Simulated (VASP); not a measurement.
# AlN (F-43m) in VASP: a series of runs

AlN is run at these levels: PBEsol+D3(BJ), revPBE+D3(BJ); tasks: relaxation of cell and atoms.

All numbers are computed with VASP 6.6.1; they aren't measurements. Logs are shortened: lines on timing, memory, paths and dates and some standing lists are left out, and cuts for length are marked.

**1. The cell of the first run**

It takes space group F-43m (No. 216, cubic). Conventional cell: a = 4.368 Å, b = 4.368 Å, c = 4.368 Å, α = 90.00°, β = 90.00°, γ = 90.00°. Within 2.5 Å of Al (site symmetry -43m) lie 4 N at 1.89 Å. Within 2.5 Å of N (site symmetry -43m) lie 4 Al at 1.89 Å.

**2. Relaxation of cell and atoms, PBEsol+D3(BJ)**

Input file INCAR:

```
SYSTEM = AlN
ALGO = Normal ; EDIFF = 1E-6
EDIFFG = -0.02 ; ENCUT = 600
GGA = PS ; IBRION = 2
ISIF = 3 ; ISMEAR = -1
IVDW = 12 ; LASPH = .TRUE.
LCHARG = .FALSE. ; LREAL = .FALSE.
LWAVE = .FALSE. ; NELM = 80
NSW = 80 ; PREC = Accurate
SIGMA = 0.05
```

Input file KPOINTS:

```
k-points
0
G
  10 10 10
  0 0 0
```

Input file POSCAR:

```
AlN
1.0
    0.0000000000      2.1839935596      2.1839935596
    2.1839935596      0.0000000000      2.1839935596
    2.1839935596      2.1839935596      0.0000000000
Al N
1 1
Direct
    0.0000000000      0.0000000000      0.0000000000
    0.2500000000      0.2500000000      0.2500000000
```

Potentials or basis: VASP PAW PBE potentials, release 64 (Al, N).

Launch:

```sh
$ cat potpaw_PBE.64/Al/POTCAR potpaw_PBE.64/N/POTCAR > POTCAR
$ mpirun -np 1 vasp_std > vasp.out
```

OUTCAR:

```text
SYSTEM = AlN
   EDIFF = 1E-6
   EDIFFG = -0.02
   ENCUT = 600
   GGA = PS
   IBRION = 2
   ISIF = 3
   ISMEAR = -1
   IVDW = 12
   LASPH = .TRUE.
   LREAL = .FALSE.
   NELM = 80
   NSW = 80
   PREC = Accurate
 IVDW          = 12

 ion  position               nearest neighbor table
   1  0.000  0.000  0.000-   2 1.89   2 1.89   2 1.89   2 1.89
   2  0.250  0.250  0.250-   1 1.89   1 1.89   1 1.89   1 1.89

  LATTYP: Found a face centered cubic cell.
 ALAT       =     4.3679871192

  Lattice vectors:

 A1 = (   0.0000000000,   2.1839935596,   2.1839935596)
 A2 = (   2.1839935596,   0.0000000000,   2.1839935596)
 A3 = (   2.1839935596,   2.1839935596,   0.0000000000)

Analysis of symmetry for initial positions (statically):
=====================================================================
 Subroutine PRICEL returns:
 Original cell was already a primitive cell.

 Routine SETGRP: Setting up the symmetry group for a
 face centered cubic supercell.

 Subroutine GETGRP returns: Found 24 space group operations
 (whereof 24 operations were pure point group operations)
 out of a pool of 48 trial point group operations.

The static configuration has the point symmetry T_d .

Analysis of symmetry for dynamics (positions and initial velocities):
=====================================================================
 Subroutine PRICEL returns:
 Original cell was already a primitive cell.

 Routine SETGRP: Setting up the symmetry group for a
 face centered cubic supercell.

 Subroutine GETGRP returns: Found 24 space group operations
 (whereof 24 operations were pure point group operations)
 out of a pool of 48 trial point group operations.

The dynamic configuration has the point symmetry T_d .

 Subroutine INISYM returns: Found 24 space group operations
 (whereof 24 operations are pure point group operations),
 and found     1 'primitive' translations

----------------------------------------------------------------------------------------

                                     Primitive cell

  volume of cell :      20.8345

  direct lattice vectors                    reciprocal lattice vectors
     0.000000000  2.183993560  2.183993560    -0.228938404  0.228938404  0.228938404
     2.183993560  0.000000000  2.183993560     0.228938404 -0.228938404  0.228938404
     2.183993560  2.183993560  0.000000000     0.228938404  0.228938404 -0.228938404

  length of vectors
     3.088633312  3.088633312  3.088633312     0.396532948  0.396532948  0.396532948

  position of ions in fractional coordinates (direct lattice)
     0.000000000  0.000000000  0.000000000
     0.250000000  0.250000000  0.250000000

  ion indices of the primitive-cell ions
   primitive index   ion index
                 1           1
                 2           2

----------------------------------------------------------------------------------------

 KPOINTS: k-points

Automatic generation of k-mesh.
 Grid dimensions read from file:
 generate k-points for:   10   10   10

 Generating k-lattice:

  Cartesian coordinates                     Fractional coordinates (reciprocal lattice)
    -0.022893840  0.022893840  0.022893840     0.100000000  0.000000000  0.000000000
     0.022893840 -0.022893840  0.022893840     0.000000000  0.100000000  0.000000000
     0.022893840  0.022893840 -0.022893840     0.000000000  0.000000000  0.100000000

  Length of vectors
     0.039653295  0.039653295  0.039653295

  Shift w.r.t. Gamma in fractional coordinates (k-lattice)
     0.000000000  0.000000000  0.000000000

 Subroutine IBZKPT returns following result:
 ===========================================

 Found     47 irreducible k-points:

 Following reciprocal coordinates:
            Coordinates               Weight
  0.000000  0.000000  0.000000      1.000000
  0.100000  0.000000  0.000000      8.000000
  0.200000  0.000000  0.000000      8.000000
  0.300000  0.000000  0.000000      8.000000
  0.400000  0.000000  0.000000      8.000000
  0.500000  0.000000  0.000000      4.000000
[... 16 lines left out ...]
  0.300000  0.300000  0.000000      6.000000
  0.400000  0.300000  0.000000     24.000000
 [... further k-points ...]
   k-points           NKPTS =     47   k-points in BZ     NKDIM =     47   number of bands    NBANDS=      8
   number of dos      NEDOS =    301   number of ions     NIONS =      2
   total plane-waves  NPLWV =  21952
   dimension x,y,z NGX =    28 NGY =   28 NGZ =   28
   dimension x,y,z NGXF=    56 NGYF=   56 NGZF=   56
   ions per type =               1   1
   NGX,Y,Z   is equivalent  to a cutoff of  15.07, 15.07, 15.07 a.u.
   NGXF,Y,Z  is equivalent  to a cutoff of  30.14, 30.14, 30.14 a.u.
 SYSTEM =  AlN
   PREC   = accura    normal or accurate (medium, high low for compatibility)
   ISTART =      0    job   : 0-new  1-cont  2-samecut
   ICHARG =      2    charge: 1-file 2-atom 10-const
   ISPIN  =      1    spin polarized calculation?
   LNONCOLLINEAR =      F non collinear calculations
   LSORBIT =      F    spin-orbit coupling
   LASPH  =      T    aspherical Exc in radial PAW
   ENCUT  =  600.0 eV  44.10 Ry    6.64 a.u.   6.17  6.17  6.17*2*pi/ulx,y,z
   NELM   =     80;   NELMIN=  2; NELMDL= -5     # of ELM steps
   EDIFF  = 0.1E-05   stopping-criterion for ELM
   LREAL  =      F    real-space projection
   EDIFFG = -.2E-01   stopping-criterion for IOM
   NSW    =     80    number of steps for IOM
   IBRION =      2    ionic relax: 0-MD 1-quasi-New 2-CG
   NFREE  =      1    steps in history (QN), initial steepest desc. (CG)
   ISIF   =      3    stress and relaxation
   ISYM   =      2    0-nonsym 1-usesym 2-fastsym
   POTIM  = 0.5000    time-step for ionic-motion
   TEBEG  =    0.0;   TEEND  =   0.0 temperature during run
   PSTRESS=    0.0 pullay stress
   NELECT =       8.0000    total number of electrons
   NUPDOWN=      -1.0000    fix difference up-down
   EMIN   =  10.00;   EMAX   =-10.00  energy-range for DOS
   EFERMI =   0.00;   METHOD = LEGACY
   ISMEAR =    -1;   SIGMA  =   0.05  broadening in eV -4-tet -1-fermi 0-gaus
   EFERMI_NEDOS =   21; number of points for ismear=-14 and -15
   IALGO  =     38    algorithm
   IMIX   =      4    mixing-type and parameters
     AMIX     =   0.40;   BMIX     =  1.00
     AMIX_MAG =   1.60;   BMIX_MAG =  1.00
  volume/ion in A,a.u.               =      10.42        70.30
  Fermi-wavevector in a.u.,A,eV,Ry     =   1.189899  2.248583 19.263943  1.415860
  Thomas-Fermi vector in A             =   2.325996
   LORBIT       =      0    0 simple, 1 ext, 2 COOP (PROOUT), +10 PAW based schemes
   GGA     = PS    functional components
   LHFCALC =     F    Hartree Fock is set to
   AEXX    =    0.0000 exact exchange contribution
   IVDW    =    12    specifies the selected vdW correction
   LEPSILON=     F    determine dielectric tensor
   LRPA    =     F    only Hartree local field effects (RPA)
 conjugate gradient relaxation of ions
 non-spin polarized calculation
  energy-cutoff  :      600.00
  volume of cell :       20.83
 maximum number of plane-waves:       725
 NGX is ok and might be reduce to    28
   NGX = 13   NGY = 13   NGZ = 13

--------------------------------------- Ionic step        1  -------------------------------------------

 number of electron       7.9999999 magnetization

 Free energy of the ion-electron system (eV)
  ---------------------------------------------------
  ext. energy  EPLUGINS =         0.00000000
  ---------------------------------------------------
  free energy    TOTEN  =       -15.61236634 eV

  energy without entropy =      -15.61236634  energy(sigma->0) =      -15.61236634

------------------------ aborting loop because EDIFF is reached ----------------------------------------

 Edisp (eV)   -0.45214

 E8    (eV) :    -0.2785

  FORCE on cell =-STRESS in cart. coord.  units (eV):
  Direction    XX          YY          ZZ          XY          YZ          ZX
  --------------------------------------------------------------------------------------
  -------------------------------------------------------------------------------------
  Total      -0.30302    -0.30302    -0.30302     0.00000     0.00000    -0.00000
  in kB     -23.30220   -23.30220   -23.30220     0.00000     0.00000    -0.00000
  external pressure =      -23.30 kB  Pullay stress =        0.00 kB

 VOLUME and BASIS-vectors are now :
 -----------------------------------------------------------------------------
  energy-cutoff  :      600.00
  volume of cell :       20.83
      direct lattice vectors                 reciprocal lattice vectors
     0.000000000  2.183993560  2.183993560    -0.228938404  0.228938404  0.228938404
     2.183993560  0.000000000  2.183993560     0.228938404 -0.228938404  0.228938404
     2.183993560  2.183993560  0.000000000     0.228938404  0.228938404 -0.228938404
[... 41 lines left out ...]
 POSITION                                       TOTAL-FORCE (eV/Angst)
 -----------------------------------------------------------------------------------
      4.33606      4.33606      4.33606         0.000000      0.000000      0.000000
      1.08402      1.08402      1.08402        -0.000000     -0.000000     -0.000000
 -----------------------------------------------------------------------------------
    total drift:                                0.000000      0.000000      0.000000

  FREE ENERGIE OF THE ION-ELECTRON SYSTEM (eV)
  ---------------------------------------------------
  free  energy   TOTEN  =       -16.0647416488 eV

  energy  without entropy=      -16.0647416488  energy(sigma->0) =      -16.06474165

--------------------------------------- Ionic step        3  -------------------------------------------

 number of electron       8.0000000 magnetization

 Free energy of the ion-electron system (eV)
  ---------------------------------------------------
  ext. energy  EPLUGINS =         0.00000000
  ---------------------------------------------------
  free energy    TOTEN  =       -15.60881573 eV

  energy without entropy =      -15.60881573  energy(sigma->0) =      -15.60881573

 E-fermi :   7.0348     XC(G=0): -11.1795

 val. band max:        5.9862442408   @ k =   0.0000   0.0000   0.0000
 cond. band min:       9.1787883665   @ k =   0.5000   0.5000   0.0000
 fundamental gap:      3.1925441257
 Fermi energy:         7.0348171620

 k-point     1 :       0.0000    0.0000    0.0000
  band No.  band energies     occupation
      1      -9.0396      2.00000
      2       5.9862      2.00000
      3       5.9862      2.00000
      4       5.9862      2.00000
      5      10.2206      0.00000
      6      18.5678      0.00000
      7      18.5678      0.00000
      8      18.5678      0.00000

 k-point     2 :       0.1000    0.0000    0.0000
  band No.  band energies     occupation
      1      -8.8895      2.00000
      2       5.1660      2.00000
      3       5.9343      2.00000
      4       5.9343      2.00000
      5      10.8815      0.00000
      6      18.1763      0.00000
      7      18.7035      0.00000
      8      18.7035      0.00000
[... 221 lines left out ...]
 k-point    23 :       0.3000    0.3000    0.0000
  band No.  band energies     occupation
      1      -7.4506      2.00000
      2       2.4313      2.00000
      3       4.7268      2.00000
      4       4.7268      2.00000
      5      11.2438      0.00000
      6      15.6394      0.00000
      7      17.9096      0.00000
      8      20.5210      0.00000

 k-point    24 :       0.4000    0.3000    0.0000
  band No.  band energies     occupation
      1      -6.9703      2.00000
      2       1.7816      2.00000
      3       4.2543      2.00000
      4       4.5612      2.00000
      5      10.8107      0.00000
      6      15.4689      0.00000
      7      18.2995      0.00000
      8      20.5990      0.00000

 [... further k-points ...]

------------------------ aborting loop because EDIFF is reached ----------------------------------------

 Edisp (eV)   -0.45744

 E8    (eV) :    -0.2817

  FORCE on cell =-STRESS in cart. coord.  units (eV):
  Direction    XX          YY          ZZ          XY          YZ          ZX
  --------------------------------------------------------------------------------------
  -------------------------------------------------------------------------------------
  Total       0.00009     0.00009     0.00009    -0.00000     0.00000     0.00000
  in kB       0.00672     0.00672     0.00672    -0.00000     0.00000     0.00000
  external pressure =        0.01 kB  Pullay stress =        0.00 kB

 VOLUME and BASIS-vectors are now :
 -----------------------------------------------------------------------------
  energy-cutoff  :      600.00
  volume of cell :       20.60
      direct lattice vectors                 reciprocal lattice vectors
     0.000000000  2.175682790  2.175682790    -0.229812913  0.229812913  0.229812913
     2.175682790  0.000000000  2.175682790     0.229812913 -0.229812913  0.229812913
     2.175682790  2.175682790 -0.000000000     0.229812913  0.229812913 -0.229812913

 POSITION                                       TOTAL-FORCE (eV/Angst)
 -----------------------------------------------------------------------------------
      0.00000      0.00000      0.00000         0.000000      0.000000      0.000000
      1.08784      1.08784      1.08784        -0.000000     -0.000000     -0.000000
 -----------------------------------------------------------------------------------
    total drift:                                0.000000      0.000000      0.000000

  FREE ENERGIE OF THE ION-ELECTRON SYSTEM (eV)
  ---------------------------------------------------
  free  energy   TOTEN  =       -16.0662515199 eV

  energy  without entropy=      -16.0662515199  energy(sigma->0) =      -16.06625152

 reached required accuracy - stopping structural energy minimisation
```

It took 27 s on 1 thread of Intel Xeon Platinum 8375C at 2.90GHz (Ice Lake), shared host; peak memory 0.16 GiB.

Results:

```
Free energy                            : -16.0663 eV
Relaxed volume                         : 10.30 Å³/atom
Relaxed cell                           : a = 3.077 Å, b = 3.077 Å, c = 3.077 Å, α = 60.00°, β = 60.00°, γ = 60.00°
Space group after relaxing (to 0.05 Å) : F-43m (No. 216)
Energy gained by relaxing              : 0.9 meV/atom
Ionic steps                            : 3
Pressure after relaxing                : 0.0 GPa
Band gap on the k mesh                 : 3.19 eV, indirect (least direct gap 4.23 eV)
Dispersion energy per atom             : -0.229 eV
```

Step by step:
```
step  energy change (eV)  largest force (eV/Å)  pressure (GPa)  volume (Å³)
   1              0.0000                0.0000           -2.33        20.83
   2             -0.0002                0.0000            2.27        20.38
   3             -0.0017                0.0000            0.00        20.60
```

Final structure:
```cif
data_structure
_symmetry_space_group_name_H-M 'P 1'
_symmetry_Int_Tables_number 1
_cell_length_a 3.0769
_cell_length_b 3.0769
_cell_length_c 3.0769
_cell_angle_alpha 60.000
_cell_angle_beta 60.000
_cell_angle_gamma 60.000
_cell_volume 20.60
loop_
_atom_site_label
_atom_site_type_symbol
_atom_site_fract_x
_atom_site_fract_y
_atom_site_fract_z
_atom_site_occupancy
Al1 Al 0.00000 0.00000 0.00000 1
N1 N 0.25000 0.25000 0.25000 1
```

Levels at points of the mesh, in eV from the valence-band top:
```
           k point  band 1  band 2  band 3  band 4  band 5  band 6  band 7  band 8
(0.00, 0.00, 0.00)  -15.03    0.00    0.00    0.00    4.23   12.58   12.58   12.58
(0.50, 0.00, 0.00)  -12.91   -5.96   -0.48   -0.48    7.39    9.84   11.11   11.11
(0.50, 0.50, 0.00)  -12.25   -4.98   -1.80   -1.80    3.19    8.55   14.03   15.77
```

Caveat: the PAW data sets were made with another functional, which shifts forces and pressure a little. A k mesh can miss the band edges.

(Continued in part 2 of 2.)
